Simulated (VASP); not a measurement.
**BiTe: single point with PBE**

The system is BiTe.

```
CELL_PARAMETERS angstrom
4.36223 0.00000 0.00000
-2.18112 3.77781 0.00000
0.00000 0.00000 23.72496
ATOMIC_POSITIONS crystal
Bi 0.00000 0.00000 0.12389
Bi 0.00000 0.00000 0.87611
Bi 0.33333 0.66667 0.29223
Bi 0.66667 0.33333 0.70777
Bi 0.66667 0.33333 0.46417
Bi 0.33333 0.66667 0.53583
Te 0.33333 0.66667 0.05124
Te 0.66667 0.33333 0.94876
Te 0.66667 0.33333 0.20852
Te 0.33333 0.66667 0.79148
Te 0.00000 0.00000 0.36574
Te 0.00000 0.00000 0.63426
```

* Program: VASP 6.6.1
* Task: single point
* Functional: PBE
* Potentials or basis: VASP PAW PBE potentials, release 64 (Bi_d, Te)
* Cutoff: 520 eV
* k mesh: 11 × 11 × 2
* Occupations: fermi-dirac, width 0.05 eV
* Spin: no spin polarisation

- Pressure: 4.0 GPa
- Largest force: 0.028 eV/Å
- Band gap on the k mesh: 0.21 eV

Forces on the atoms (eV/Å):
```
Bi   0.000  0.000  0.028
Bi   0.000  0.000 -0.028
Bi   0.000  0.000 -0.021
Bi   0.000  0.000  0.021
Bi   0.000  0.000 -0.011
Bi   0.000  0.000  0.011
Te   0.000  0.000 -0.016
Te   0.000  0.000  0.016
Te   0.000  0.000  0.001
Te   0.000  0.000 -0.001
Te   0.000  0.000  0.001
Te   0.000  0.000 -0.001
```

Stress tensor (GPa, compression positive):
```
4.04 0.00 0.00
0.00 4.04 0.00
0.00 0.00 3.82
```

Levels at points of the mesh, in eV from the valence-band top:
| k point | band 59 | band 60 | band 61 | band 62 | band 63 | band 64 | band 65 | band 66 | band 67 | band 68 |
| --- | --- | --- | --- | --- | --- | --- | --- | --- | --- | --- |
| (0.00, 0.00, 0.00) | -1.29 | -0.48 | -0.37 | -0.37 | -0.10 | 0.35 | 0.49 | 0.49 | 0.59 | 0.59 |
| (0.00, 0.00, 0.50) | -1.30 | -0.51 | -0.35 | -0.35 | 0.00 | 0.21 | 0.34 | 0.34 | 0.80 | 0.80 |

It took 8.3 min on 4 MPI ranks on AMD EPYC 7R13 Processor (Zen 3), on a shared host, peak memory 0.86 GiB a rank.

Caveat: the cell stands under pressure; spin-orbit coupling is left out, which moves the levels of the heavy elements. A k mesh can miss the band edges.
